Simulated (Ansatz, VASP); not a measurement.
## One calculation of CuO, two programs

File INCAR:

```
ALGO     = Normal         # electronic algorithm
EDIFF    = 1E-6           # SCF threshold, eV
ENCUT    = 520            # plane-wave cutoff, eV
GGA      = PE             # functional
ISIF     = 2              # what is computed and relaxed
ISMEAR   = -1             # smearing method
LASPH    = True           # aspherical terms in the spheres
LCHARG   = False          # write CHGCAR
LDAU     = True           # DFT+U
LDAUJ    = 0 0          
LDAUL    = 2 -1           # shell
LDAUPRINT= 1            
LDAUTYPE = 2            
LDAUU    = 5.3 0          # U, eV
LMAXMIX  = 4              # l up to which the mixer works
LREAL    = False          # projectors in reciprocal space
LWAVE    = False          # write WAVECAR
NBANDS   = 25             # bands
NELM     = 150            # most SCF steps
PREC     = Accurate       # precision mode
SIGMA    = 0.05           # smearing width, eV
```

KPOINTS

```
k-points
0
Gamma
  9 9 5
```

The input POSCAR:

```
CuO
1.0
    1.9909680000     -2.1535500000      0.0000000000
    1.9909680000      2.1535500000      0.0000000000
    0.0000000000      0.0000000000      5.1559280000
Cu O
2 2
Direct
    0.5000000000      0.0000000000      0.0000000000
    0.0000000000      0.5000000000      0.5000000000
    0.5000000000      0.5000000000      0.2500000000
    0.5000000000      0.5000000000      0.7500000000
```

File input.yaml:

```yaml
crystal:
  lattice:
    - [1.990968, -2.15355, 0.0]
    - [1.990968, 2.15355, 0.0]
    - [0.0, 0.0, 5.155928]
  atoms:
    - { symbol: Cu, position: [0.5, 0.0, 0.0] }
    - { symbol: Cu, position: [0.0, 0.5, 0.5] }
    - { symbol: O, position: [0.5, 0.5, 0.25] }
    - { symbol: O, position: [0.5, 0.5, 0.75] }
hamiltonian:
  xc: pbe
  pseudopotentials: { kind: paw }
  hubbard: { sites: [{ species: Cu, l: d, u_eff: 5.3 }] }
kpoints:
  mp_grid: { grid: [9, 9, 5] }
  band_path:
    path:
      - [[0.0, 0.0, 0.0], [0.463677429, 0.463677429, 0.0], [0.0, 0.5, 0.0], [0.0, 0.5, 0.5], [0.463677429, 0.463677429, 0.5], [0.0, 0.0, 0.5], [0.0, 0.0, 0.0], [-0.5, 0.5, 0.0], [-0.463677429, 0.536322571, 0.0], [-0.463677429, 0.536322571, 0.5], [-0.5, 0.5, 0.5], [-0.5, 0.5, 0.0]]
      - [[0.0, 0.0, 0.5], [-0.5, 0.5, 0.5]]
    npoints: 14
scf:
  occupations: { method: fermi_dirac, width: 0.05 }
  n_extra_bands: 10
output:
  forces: true
  stress: true
  eigenvalues: true
  fatbands: false
  write_density: true
  write_potential: true
  elf: true
  volumetric_format: npy
```

Alike in both runs: functional PBE; k mesh 9 × 9 × 5; occupations fermi-dirac, width 0.05 eV; no spin polarisation; Hubbard terms Cu d U = 5.3 eV.

|  | VASP | Ansatz |
| --- | --- | --- |
| version | VASP 6.6.1 | Ansatz 0.2.0 |
| potentials or method | VASP PAW PBE potentials, release 64 (Cu, O) | Ansatz PAW |
| plane-wave cutoff (eV) | 520 | 420 |
| valence electrons in the cell | 34 | 50 |
| task | single point | band structure |

|  | VASP | Ansatz | Ansatz less VASP |
| --- | --- | --- | --- |
| gap on the k mesh at the Fermi level (eV) | none | none | - |
| pressure (GPa) | -0.7 | 4.3 | +4.98 |
| traceless stress, the component that is largest in VASP (GPa) | 0.51 | -0.05 | -0.563 |

The programs project onto different local orbitals, so the same U acts differently, and such runs can settle in different states. A gap of «none» marks a metal or a gap that the smearing closes. VASP's potentials hold 34 valence electrons a cell and Ansatz's 50, so a difference there can come from the potentials and not from the codes.
